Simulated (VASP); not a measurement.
# HfH2 (I4/mmm) in VASP: a series of runs

The runs below take HfH2 through single point, relaxation of shape and atoms at fixed volume, with PBEsol.

Everything below comes from runs of VASP 6.6.1. Logs are shortened: lines on timing, memory, paths and dates and some standing lists are left out, and cuts for length are marked.

### 1 The cell of the first run

The structure is tetragonal, space group I4/mmm (No. 139). The conventional cell has a = 3.515 Å, b = 3.515 Å, c = 4.364 Å, α = 90.00°, β = 90.00°, γ = 90.00°. Hf (site symmetry 4/mmm) has 8 H at 2.07 Å within 2.7 Å. Within 2.7 Å of H (site symmetry -4m2) lie 4 Hf at 2.07 Å and 6 H at 2.18 to 2.49 Å.

### 2 Single point, PBEsol (8.98 Å³/atom)

INCAR

```
SYSTEM = HfH2
ALGO     = Normal         ! electronic algorithm
EDIFF    = 1E-6           ! SCF threshold, eV
ENCUT    = 520            ! plane-wave cutoff, eV
GGA      = PS             ! functional
ISIF     = 2              ! what is computed and relaxed
ISMEAR   = 0              ! smearing method
LASPH    = .True.         ! aspherical terms in the spheres
LCHARG   = .False.        ! write CHGCAR
LREAL    = .False.        ! projectors in reciprocal space
LWAVE    = .False.        ! write WAVECAR
NBANDS   = 13             ! bands
NELM     = 60             ! most SCF steps
PREC     = Accurate       ! precision mode
SIGMA    = 0.1            ! smearing width, eV
```

KPOINTS

```
k-points
0
Gamma
  16 16 16
  0 0 0
```

POSCAR

```
HfH2
1.0
   -1.7574016405      1.7574016405      2.1818475039
    1.7574016405     -1.7574016405      2.1818475039
    1.7574016405      1.7574016405     -2.1818475039
Hf H
1 2
Direct
    0.0000000000      0.0000000000      0.0000000000
    0.7500000000      0.2500000000      0.5000000000
    0.2500000000      0.7500000000      0.5000000000
```

Potentials or basis: VASP PAW PBE potentials, release 64 (Hf_pv, H).

Started as:

```sh
> cat potpaw_PBE.64/Hf_pv/POTCAR potpaw_PBE.64/H/POTCAR > POTCAR
> mpirun -np 1 vasp_std > vasp.out
```

OUTCAR:

```text
SYSTEM = HfH2
   EDIFF = 1E-6
   ENCUT = 520
   GGA = PS
   ISIF = 2
   ISMEAR = 0
   LASPH = .True.
   LREAL = .False.
   NELM = 60
   PREC = Accurate

 ion  position               nearest neighbor table
   1  0.000  0.000  0.000-   2 2.07   3 2.07   2 2.07   3 2.07   2 2.07   3 2.07   2 2.07   3 2.07

   2  0.750  0.250  0.500-   1 2.07   1 2.07   1 2.07   1 2.07
   3  0.250  0.750  0.500-   1 2.07   1 2.07   1 2.07   1 2.07

  LATTYP: Found a body centered tetragonal cell.
 ALAT       =     3.5148032810
 C/A-ratio  =     1.2415189867

  Lattice vectors:

 A1 = (  -1.7574016405,   1.7574016405,   2.1818475039)
 A2 = (   1.7574016405,  -1.7574016405,   2.1818475039)
 A3 = (   1.7574016405,   1.7574016405,  -2.1818475039)

Analysis of symmetry for initial positions (statically):
=====================================================================
 Subroutine PRICEL returns:
 Original cell was already a primitive cell.

 Routine SETGRP: Setting up the symmetry group for a
 body centered tetragonal supercell.

 Subroutine GETGRP returns: Found 16 space group operations
 (whereof 16 operations were pure point group operations)
 out of a pool of 16 trial point group operations.

The static configuration has the point symmetry D_4h.

Analysis of symmetry for dynamics (positions and initial velocities):
=====================================================================
 Subroutine PRICEL returns:
 Original cell was already a primitive cell.

 Routine SETGRP: Setting up the symmetry group for a
 body centered tetragonal supercell.

 Subroutine GETGRP returns: Found 16 space group operations
 (whereof 16 operations were pure point group operations)
 out of a pool of 16 trial point group operations.

The dynamic configuration has the point symmetry D_4h.

 Subroutine INISYM returns: Found 16 space group operations
 (whereof 16 operations are pure point group operations),
 and found     1 'primitive' translations

----------------------------------------------------------------------------------------

                                     Primitive cell

  volume of cell :      26.9542

  direct lattice vectors                    reciprocal lattice vectors
    -1.757401640  1.757401640  2.181847504     0.000000000  0.284510944  0.229163587
     1.757401640 -1.757401640  2.181847504     0.284510944  0.000000000  0.229163587
     1.757401640  1.757401640 -2.181847504     0.284510944  0.284510944  0.000000000

  length of vectors
     3.307170933  3.307170933  3.307170933     0.365325098  0.365325098  0.402359236

[... 95 lines left out ...]
   EMIN   =  10.00;   EMAX   =-10.00  energy-range for DOS
   EFERMI =   0.00;   METHOD = LEGACY
   ISMEAR =     0;   SIGMA  =   0.10  broadening in eV -4-tet -1-fermi 0-gaus
   EFERMI_NEDOS =   21; number of points for ismear=-14 and -15
   IALGO  =     38    algorithm
   IMIX   =      4    mixing-type and parameters
     AMIX     =   0.40;   BMIX     =  1.00
     AMIX_MAG =   1.60;   BMIX_MAG =  1.00
  volume/ion in A,a.u.               =       8.98        60.63
  Fermi-wavevector in a.u.,A,eV,Ry     =   1.250047  2.362247 21.260711  1.562618
  Thomas-Fermi vector in A             =   2.384060
   LORBIT       =      0    0 simple, 1 ext, 2 COOP (PROOUT), +10 PAW based schemes
   GGA     = PS    functional components
   LHFCALC =     F    Hartree Fock is set to
   AEXX    =    0.0000 exact exchange contribution
   IVDW    =     0    specifies the selected vdW correction
   LEPSILON=     F    determine dielectric tensor
   LRPA    =     F    only Hartree local field effects (RPA)
 non-spin polarized calculation
 Gauss-broadening in eV      SIGMA  =   0.10
  energy-cutoff  :      520.00
  volume of cell :       26.95
 maximum number of plane-waves:       756
 NGX is ok and might be reduce to    28
   NGX = 13   NGY = 13   NGZ = 13

 number of electron      11.9999999 magnetization

 Free energy of the ion-electron system (eV)
  ---------------------------------------------------
  ext. energy  EPLUGINS =         0.00000000
  ---------------------------------------------------
  free energy    TOTEN  =       -18.74602451 eV

  energy without entropy =      -18.74360986  energy(sigma->0) =      -18.74481718

 E-fermi :   5.0986     XC(G=0): -11.4336

 val. band max:        5.0620096683   @ k =  -0.1250  -0.1250   0.0625
 cond. band min:       5.1106430717   @ k =  -0.1250  -0.1875   0.1250
 fundamental gap:      0.0486334034
 Fermi energy:         5.0985790757

 k-point     1 :       0.0000    0.0000    0.0000
  band No.  band energies     occupation
      1     -25.9197      2.00000
      2     -25.9197      2.00000
      3     -25.8626      2.00000
      4      -6.0574      2.00000
      5       3.8675      2.00000
      6       4.6132      2.00000
      7       4.6132      2.00000
      8       5.4395      0.00000
      9       6.8153      0.00000
     10       8.1856      0.00000
     11      16.3711      0.00000
     12      16.7355      0.00000
     13      16.7355      0.00000
[... 354 lines left out ...]
  band No.  band energies     occupation
      1     -25.9409      2.00000
      2     -25.9231      2.00000
      3     -25.8702      2.00000
      4      -5.9266      2.00000
      5       2.9066      2.00000
      6       4.7244      2.00000
      7       5.4985      0.00000
      8       5.7191      0.00000
      9       6.6844      0.00000
     10       8.0826      0.00000
     11      15.5773      0.00000
     12      16.8602      0.00000
     13      17.4395      0.00000

 [... further k-points ...]

------------------------ aborting loop because EDIFF is reached ----------------------------------------

  FORCE on cell =-STRESS in cart. coord.  units (eV):
  Direction    XX          YY          ZZ          XY          YZ          ZX
  --------------------------------------------------------------------------------------
  -------------------------------------------------------------------------------------
  Total       -1.4477795     -1.4477795     -1.4486181      0.0000000      0.0000000     -0.0000000
  in kB      -86.0570702    -86.0570702    -86.1069202      0.0000000      0.0000000     -0.0000000
  external PRESSURE =     -86.0736869 kB  Pullay stress =       0.0000000 kB

 VOLUME and BASIS-vectors are now :
 -----------------------------------------------------------------------------
  energy-cutoff  :      520.00
  volume of cell :       26.95
      direct lattice vectors                 reciprocal lattice vectors
    -1.757401640  1.757401640  2.181847504     0.000000000  0.284510944  0.229163587
     1.757401640 -1.757401640  2.181847504     0.284510944  0.000000000  0.229163587
     1.757401640  1.757401640 -2.181847504     0.284510944  0.284510944  0.000000000

 POSITION                                       TOTAL-FORCE (eV/Angst)
 -----------------------------------------------------------------------------------
      0.00000      0.00000      0.00000         0.000000     -0.000000     -0.000000
     -0.00000      1.75740      1.09092         0.000000     -0.000000     -0.000000
      1.75740     -0.00000      1.09092        -0.000000      0.000000      0.000000
 -----------------------------------------------------------------------------------
    total drift:                               -0.000000     -0.000000      0.000000

  FREE ENERGIE OF THE ION-ELECTRON SYSTEM (eV)
  ---------------------------------------------------
  free  energy   TOTEN  =       -18.7460245081 eV

  energy  without entropy=      -18.7436098570  energy(sigma->0) =      -18.74481718
```

It took 1.8 min on 1 thread of Oxide Virtual Turin-like, shared host; peak memory 0.23 GiB.

Results:

- Free energy: -18.7460 eV
- Pressure: -8.6 GPa
- Band gap on the k mesh: zero (bands 6 and 7 overlap by 1.13 eV)

Levels at points of the mesh, in eV from the Fermi level:
```csv
k point,band 4,band 5,band 6,band 7,band 8,band 9
"(0.00, 0.00, 0.00)",-11.16,-1.23,-0.49,-0.49,0.34,1.72
"(0.50, 0.00, 0.00)",-8.27,-5.20,-0.86,0.59,3.60,4.50
"(0.50, 0.50, 0.00)",-6.45,-5.79,-4.08,3.74,3.94,5.12
"(0.50, 0.50, 0.50)",-7.59,-4.28,-3.72,4.42,4.53,4.53
```

Caveat: the cell stands under tension; the PAW data sets were made with another functional, which shifts forces and pressure a little; spin-orbit coupling is left out, which moves the levels of the heavy elements.

### 3 Single point, PBEsol (9.32 Å³/atom)

This run uses another cell than the first one, of 9.32 Å³/atom.

INCAR

```
SYSTEM = HfH2
ALGO = Normal
EDIFF = 1E-6
ENCUT = 520
GGA = PS
ISIF = 2
ISMEAR = 0
LASPH = .TRUE.
LCHARG = .TRUE.
LELF = .TRUE.
LREAL = .FALSE.
LVHAR = .TRUE.
LWAVE = .FALSE.
NBANDS = 13
NELM = 80
PREC = Accurate
SIGMA = 0.1
```

KPOINTS

```
k-points
0
G
  16 16 16
  0 0 0
```

POSCAR

```
HfH2
1.0
   -1.7748190007      1.7748190007      2.2199598960
    1.7748190007     -1.7748190007      2.2199598960
    1.7748190007      1.7748190007     -2.2199598960
Hf H
1 2
Direct
    0.0000000000      0.0000000000      0.0000000000
    0.7500000000      0.2500000000      0.5000000000
    0.2500000000      0.7500000000      0.5000000000
```

Potentials or basis: VASP PAW PBE potentials, release 64 (Hf_pv, H).

Started as:

```sh
> cat potpaw_PBE.64/Hf_pv/POTCAR potpaw_PBE.64/H/POTCAR > POTCAR
> mpirun -np 1 vasp_std > vasp.out
```

It took 2 min on 1 thread of Oxide Virtual Turin-like, shared host; peak memory 0.23 GiB.

It converged, with:

* Free energy: -18.6783 eV
* Pressure: -12.9 GPa
* Band gap on the k mesh: zero (bands 6 and 7 overlap by 1.04 eV)

Levels at points of the mesh, in eV from the Fermi level:
```csv
k point,band 2,band 3,band 4,band 5,band 6,band 7,band 8,band 9,band 10,band 11
"(0.00, 0.00, 0.00)",-31.14,-31.09,-10.95,-1.26,-0.47,-0.47,0.28,1.68,2.95,10.93
"(0.50, 0.00, 0.00)",-31.24,-31.14,-8.10,-5.21,-0.79,0.51,3.46,4.43,4.44,5.69
"(0.50, 0.50, 0.00)",-31.26,-31.22,-6.33,-5.76,-3.95,3.59,3.78,4.84,6.03,6.37
"(0.50, 0.50, 0.50)",-31.36,-31.36,-7.36,-4.38,-3.59,4.20,4.30,4.30,5.15,5.15
```

Caveat: the cell stands under tension; the PAW data sets were made with another functional, which shifts forces and pressure a little; spin-orbit coupling is left out, which moves the levels of the heavy elements.

### 4 Relaxation of shape and atoms at fixed volume, PBEsol (8.22 Å³/atom)

This run uses another cell than the first one, of 8.22 Å³/atom.

INCAR

```
SYSTEM = HfH2
PREC = Accurate ; ENCUT = 600
EDIFF = 1E-6 ; ISMEAR = 0
SIGMA = 0.1 ; LREAL = .False.
LASPH = .True. ; NELM = 80
ALGO = Fast ; ISIF = 4
LWAVE = .False. ; LCHARG = .False.
GGA = PS ; IBRION = 2
NSW = 50 ; EDIFFG = -0.01
```

KPOINTS

```
regular mesh
0
Gamma
  16 16 16
  0 0 0
```

POSCAR

```
HfH2
1.0
   -1.7146370927      1.7146370927      2.0974319916
    1.7146370927     -1.7146370927      2.0974319916
    1.7146370927      1.7146370927     -2.0974319916
Hf H
1 2
Direct
    0.0000000000      0.0000000000      0.0000000000
    0.7500000000      0.2500000000      0.5000000000
    0.2500000000      0.7500000000      0.5000000000
```

Potentials or basis: VASP PAW PBE potentials, release 64 (Hf_pv, H).

Started as:

```sh
> cat potpaw_PBE.64/Hf_pv/POTCAR potpaw_PBE.64/H/POTCAR > POTCAR
> mpirun -np 1 vasp_std > vasp.out
```

OUTCAR:

```text
SYSTEM = HfH2
   PREC = Accurate
   ENCUT = 600
   EDIFF = 1E-6
   ISMEAR = 0
   LREAL = .False.
   LASPH = .True.
   NELM = 80
   ISIF = 4
   GGA = PS
   IBRION = 2
   NSW = 50
   EDIFFG = -0.01

 ion  position               nearest neighbor table
   1  0.000  0.000  0.000-   2 2.01   3 2.01   2 2.01   3 2.01   2 2.01   3 2.01   2 2.01   3 2.01

   2  0.750  0.250  0.500-   1 2.01   1 2.01   1 2.01   1 2.01
   3  0.250  0.750  0.500-   1 2.01   1 2.01   1 2.01   1 2.01

  LATTYP: Found a body centered tetragonal cell.
 ALAT       =     3.4292741854
 C/A-ratio  =     1.2232512644

  Lattice vectors:

 A1 = (  -1.7146370927,   1.7146370927,   2.0974319916)
 A2 = (   1.7146370927,  -1.7146370927,   2.0974319916)
 A3 = (   1.7146370927,   1.7146370927,  -2.0974319916)

Analysis of symmetry for initial positions (statically):
[... 268 lines left out ...]

 k-point     1 :       0.0000    0.0000    0.0000
  band No.  band energies     occupation
      1     -25.0202      2.00000
      2     -25.0202      2.00000
      3     -24.9524      2.00000
      4      -5.9584      2.00000
      5       4.5454      2.00000
      6       5.1684      2.00000
      7       5.1684      2.00000
      8       6.1962      0.00000
      9       7.4463      0.00000
     10       9.0994      0.00000
[... 287 lines left out ...]
 k-point    24 :      -0.0625    0.0625    0.0000
  band No.  band energies     occupation
      1     -25.0503      2.00000
      2     -25.0244      2.00000
      3     -24.9627      2.00000
      4      -5.8134      2.00000
      5       3.4612      2.00000
      6       5.2961      2.00000
      7       6.2568      0.00000
      8       6.4094      0.00000
      9       7.3042      0.00000
     10       8.9612      0.00000

 [... further k-points ...]

------------------------ aborting loop because EDIFF is reached ----------------------------------------

  FORCE on cell =-STRESS in cart. coord.  units (eV):
  Direction    XX          YY          ZZ          XY          YZ          ZX
  --------------------------------------------------------------------------------------
  -------------------------------------------------------------------------------------
  Total        0.6838964      0.6838964      0.6532136      0.0000000     -0.0000000     -0.0000000
  in kB       44.4230735     44.4230735     42.4300474      0.0000000     -0.0000000     -0.0000000
  external PRESSURE =      43.7587314 kB  Pullay stress =       0.0000000 kB
[... 18 lines left out ...]
  FREE ENERGIE OF THE ION-ELECTRON SYSTEM (eV)
  ---------------------------------------------------
  free  energy   TOTEN  =       -18.7832392430 eV

  energy  without entropy=      -18.7806301388  energy(sigma->0) =      -18.78193469

 reached required accuracy - stopping structural energy minimisation
```

It took 2.7 min on 1 thread of Oxide Virtual Turin-like, shared host; peak memory 0.23 GiB.

Results:

```yaml
Free_energy: -18.7832 eV
Energy_gained_by_relaxing: 0.1 meV/atom
Ionic_steps: 3
Pressure_after_relaxing: 4.4 GPa
Band_gap_on_the_k_mesh: zero (bands 6 and 7 overlap by 1.24 eV)
```

The path:
```tsv
step	energy change (eV)	largest force (eV/Å)	pressure (GPa)	volume (Å³)
1	0.0000	0.0000	4.50	24.67
2	-0.0001	0.0000	4.45	24.67
3	-0.0003	0.0000	4.38	24.67
```

Final structure:
```
Hf H
1.0
    -1.71816    1.71816    2.08884
     1.71816   -1.71816    2.08884
     1.71816    1.71816   -2.08884
Hf H
1 2
Cartesian
  0.0000 0.0000 0.0000
  0.0000 1.7182 1.0444
  1.7182 0.0000 1.0444
```

Levels at points of the mesh, in eV from the Fermi level:
| k point | band 3 | band 4 | band 5 | band 6 | band 7 | band 8 | band 9 | band 10 |
| --- | --- | --- | --- | --- | --- | --- | --- | --- |
| (0.00, 0.00, 0.00) | -30.63 | -11.64 | -1.13 | -0.51 | -0.51 | 0.52 | 1.77 | 3.42 |
| (0.50, 0.00, 0.00) | -30.69 | -8.68 | -5.13 | -1.04 | 0.83 | 3.94 | 4.67 | 5.38 |
| (0.50, 0.50, 0.00) | -30.81 | -6.75 | -5.81 | -4.40 | 4.09 | 4.30 | 5.84 | 6.71 |
| (0.50, 0.50, 0.50) | -31.05 | -8.18 | -4.04 | -3.95 | 4.99 | 5.09 | 5.09 | 5.76 |

Caveat: the PAW data sets were made with another functional, which shifts forces and pressure a little; spin-orbit coupling is left out, which moves the levels of the heavy elements.

(Part 1 of 2 ends here.)

The gap in the log of VASP goes by the Fermi energy; the results here count the filled bands.